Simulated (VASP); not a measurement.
Here is a VASP 6.6.1 calculation.

Contents of INCAR:

```
ALGO = Normal
EDIFF = 1E-6
ENCUT = 600
GGA = PE
GGA_COMPAT = False
ISIF = 2
ISMEAR = 0
LASPH = True
LCHARG = True
LELF = True
LMAXMIX = 6
LREAL = False
LVHAR = True
LWAVE = False
NBANDS = 30
NELM = 200
PREC = Accurate
SIGMA = 0.1
```

The input KPOINTS:

```
k-points
0
Gamma
  12 12 6
```

The input POSCAR:

```
SmO5
1.0
    3.9180477412      0.0000000000      0.0000000000
   -1.9590238706      3.3931288771      0.0000000000
    0.0000000000      0.0000000000      5.7969531662
Sm O
1 5
Direct
    0.0000000000      0.0000000000      0.0000000000
    0.3333333333      0.6666666667      0.0000000000
    0.6666666667      0.3333333333      0.0000000000
    0.5000000000      0.0000000000      0.5000000000
    0.5000000000      0.5000000000      0.5000000000
    0.0000000000      0.5000000000      0.5000000000
```

Potentials or basis: VASP PAW PBE potentials, release 64 (Sm_3, O), 4f in core.

Run with:

```console
$ cat potpaw_PBE.64/Sm_3/POTCAR potpaw_PBE.64/O/POTCAR > POTCAR
$ mpirun -np 1 vasp_std > vasp.out
```

(1) What does it give for the band gap on the k mesh?

(2) Estimate the pressure.

Answers

(1) zero (an odd number of electrons rules out a gap without spin polarisation).

(2) 0.6 GPa.

Caveat: spin-orbit coupling is left out, which moves the levels of the heavy elements; the 4f electrons are frozen in the core, so they carry no moment and show no levels; an odd number of electrons without spin polarisation forces a metal; a magnetic or distorted state may lie lower; the run has no spin polarisation, though such a crystal can be magnetic.
